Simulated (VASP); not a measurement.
# CdTe in VASP: further runs, part 2 of 2

VASP 6.6.1.

## Step 3: Single point, PBE

This run uses another cell than the first one, of 28.75 Å³/atom, 1.005 times its volume.

Contents of INCAR:

```
SYSTEM = CdTe
  PREC = Accurate
  ENCUT = 500
  EDIFF = 1E-6
  ISMEAR = 0
  SIGMA = 0.2
  LREAL = .False.
  LASPH = .True.
  NELM = 120
  ALGO = Normal
  ISIF = 2
  LWAVE = .False.
  LCHARG = .False.
  GGA = PE
  NBANDS = 16
  GGA_COMPAT = .False.
```

Contents of KPOINTS:

```
Automatic mesh
0
Gamma
  6 6 6
  0 0 0
```

Contents of POSCAR:

```
CdTe
1.0
   -2.1747806800      2.1747806800      3.0389961100
    2.1747806800     -2.1747806800      3.0389961100
    2.1747806800      2.1747806800     -3.0389961100
Cd Te
1 1
Direct
    0.0000000000      0.0000000000      0.0000000000
    0.5000000000      0.5000000000      0.0000000000
```

Potentials or basis: VASP PAW PBE potentials, release 64 (Cd, Te).

On the command line:

```console
cat potpaw_PBE.64/Cd/POTCAR potpaw_PBE.64/Te/POTCAR > POTCAR
mpirun -np 1 vasp_std > vasp.out
```

OUTCAR:

```text
SYSTEM = CdTe
   PREC = Accurate
   ENCUT = 500
   EDIFF = 1E-6
   ISMEAR = 0
   LREAL = .False.
   LASPH = .True.
   NELM = 120
   ISIF = 2
   GGA = PE

 ion  position               nearest neighbor table
   1  0.000  0.000  0.000-   2 3.04   2 3.04   2 3.08   2 3.08   2 3.08   2 3.08
   2  0.500  0.500  0.000-   1 3.04   1 3.04   1 3.08   1 3.08   1 3.08   1 3.08

  LATTYP: Found a body centered tetragonal cell.
 ALAT       =     4.3495613600
 C/A-ratio  =     1.3973804982

  Lattice vectors:

 A1 = (  -2.1747806800,   2.1747806800,   3.0389961100)
 A2 = (   2.1747806800,  -2.1747806800,   3.0389961100)
 A3 = (   2.1747806800,   2.1747806800,  -3.0389961100)

Analysis of symmetry for initial positions (statically):
=====================================================================
 Subroutine PRICEL returns:
 Original cell was already a primitive cell.

 Routine SETGRP: Setting up the symmetry group for a
 body centered tetragonal supercell.

 Subroutine GETGRP returns: Found 16 space group operations
 (whereof 16 operations were pure point group operations)
 out of a pool of 16 trial point group operations.

The static configuration has the point symmetry D_4h.

[... 156 lines left out ...]
  free energy    TOTEN  =        -4.43579490 eV

  energy without entropy =       -4.40970718  energy(sigma->0) =       -4.42275104

 E-fermi :   3.9084     XC(G=0):  -9.6643

 val. band max:        3.9062380663   @ k =   0.1667   0.1667   0.0000
 cond. band min:       3.9428772631   @ k =  -0.3333  -0.3333   0.3333
 fundamental gap:      0.0366391969
 Fermi energy:         3.9083529306

 k-point     1 :       0.0000    0.0000    0.0000
  band No.  band energies     occupation
      1      -7.6832      2.00000
      2      -4.4611      2.00000
      3      -4.4529      2.00000
      4      -4.4223      2.00000
      5      -4.4223      2.00000
      6      -4.4110      2.00000
[... 433 lines left out ...]
      3      -4.4777      2.00000
      4      -4.4401      2.00000
      5      -4.3658      2.00000
      6      -4.3553      2.00000
[... 8 lines left out ...]
     15      13.8552      0.00000
     16      14.1451      0.00000

 [... further k-points ...]
[... 5 lines left out ...]
  --------------------------------------------------------------------------------------
  -------------------------------------------------------------------------------------
  Total        0.0228556      0.0228556      0.2047618      0.0000000      0.0000000      0.0000000
  in kB        0.6369159      0.6369159      5.7060872      0.0000000      0.0000000      0.0000000
  external PRESSURE =       2.3266397 kB  Pullay stress =       0.0000000 kB

 VOLUME and BASIS-vectors are now :
 -----------------------------------------------------------------------------
  energy-cutoff  :      500.00
  volume of cell :       57.49
      direct lattice vectors                 reciprocal lattice vectors
    -2.174780680  2.174780680  3.038996110     0.000000000  0.229908241  0.164528016
     2.174780680 -2.174780680  3.038996110     0.229908241  0.000000000  0.164528016
     2.174780680  2.174780680 -3.038996110     0.229908241  0.229908241  0.000000000

 POSITION                                       TOTAL-FORCE (eV/Angst)
 -----------------------------------------------------------------------------------
      0.00000      0.00000      0.00000        -0.000000     -0.000000      0.000000
      0.00000      0.00000      3.03900         0.000000      0.000000      0.000000
 -----------------------------------------------------------------------------------
    total drift:                               -0.000000      0.000000      0.000000

  FREE ENERGIE OF THE ION-ELECTRON SYSTEM (eV)
  ---------------------------------------------------
  free  energy   TOTEN  =        -4.4357949000 eV

  energy  without entropy=       -4.4097071776  energy(sigma->0) =       -4.42275104
```

stdout:

```text
POSCAR found type information on POSCAR CdTe
 POSCAR found :  2 types and       2 ions
 scaLAPACK will be used
 LDA part: xc-table for (Slater+PW92), standard interpolation
 POSCAR, INCAR and KPOINTS ok, starting setup
 FFT: planning ... GRIDC
 FFT: planning ... GRID_SOFT
 FFT: planning ... GRID
 WAVECAR not read
 entering main loop
```

Run time: 10 s. Hardware: 1 thread of Intel Xeon 6975P-C (Granite Rapids), shared host; peak memory 0.19 GiB.

What came out:

| Item | Value |
| --- | --- |
| Free energy | -4.4358 eV |
| Pressure | 0.2 GPa |
| Band gap on the k mesh | zero (band 9 reaches 3.91 eV, above the bottom of band 10 at 2.52 eV) |

Levels at points of the mesh, in eV from the Fermi level:
```
           k point  band 7  band 8  band 9  band 10  band 11  band 12
(0.00, 0.00, 0.00)   -0.57   -0.48   -0.48     0.21     7.01     7.01
(0.50, 0.00, 0.00)   -5.16   -0.13   -0.08     2.66     3.89     3.98
(0.50, 0.50, 0.00)   -4.09   -2.14   -2.02    -1.32     4.23     8.89
(0.50, 0.50, 0.50)   -4.10   -2.12   -2.12    -1.39     4.18     9.00
```

Caveat: spin-orbit coupling is left out, which moves the levels of the heavy elements.
